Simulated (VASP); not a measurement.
Input of a VASP 6.6.1 run:

INCAR

```
ALGO     = Normal         # electronic algorithm
EDIFF    = 1E-6           # SCF threshold, eV
ENCUT    = 520            # plane-wave cutoff, eV
GGA      = PE             # functional
ISIF     = 2              # what is computed and relaxed
ISMEAR   = 0              # smearing method
LASPH    = T              # aspherical terms in the spheres
LCHARG   = F              # write CHGCAR
LREAL    = F              # projectors in reciprocal space
LWAVE    = F              # write WAVECAR
NBANDS   = 35             # bands
NELM     = 60             # most SCF steps
PREC     = Accurate       # precision mode
SIGMA    = 0.1            # smearing width, eV
```

File KPOINTS:

```
k-points
0
Gamma
  6 6 2
```

File POSCAR:

```
SnSeO
1.0
    4.3087795000      0.0000000000      0.0000000000
   -2.1543897500      3.7315125000      0.0000000000
    0.0000000000      0.0000000000      7.7927450100
Sn Se O
2 2 2
Direct
    0.6666666700      0.3333333300      0.7500000000
    0.3333333300      0.6666666700      0.2500000000
    0.6666666700      0.3333333300      0.2500000000
    0.3333333300      0.6666666700      0.7500000000
    0.0000000000      0.0000000000      0.5000000000
    0.0000000000      0.0000000000      0.0000000000
```

Potentials or basis: VASP PAW PBE potentials, release 64 (Sn_d, Se, O).

The run is started by

```console
$ cat potpaw_PBE.64/Sn_d/POTCAR potpaw_PBE.64/Se/POTCAR potpaw_PBE.64/O/POTCAR > POTCAR
$ mpirun -np 1 vasp_std > vasp.out
```

Question: Estimate the band gap on the k mesh.

Answer: Zero (band 26 reaches 4.60 eV, above the bottom of band 27 at 3.98 eV).

Question: What does it give for the pressure?

Answer: 3.6 GPa.

Stress tensor (GPa, compression positive):
```
 10.63   0.00   0.00
  0.00  10.63   0.00
  0.00   0.00 -10.34
```

Caveat: the k points lie up to 0.40 Å⁻¹ apart; spin-orbit coupling is left out, which moves the levels of the heavy elements.
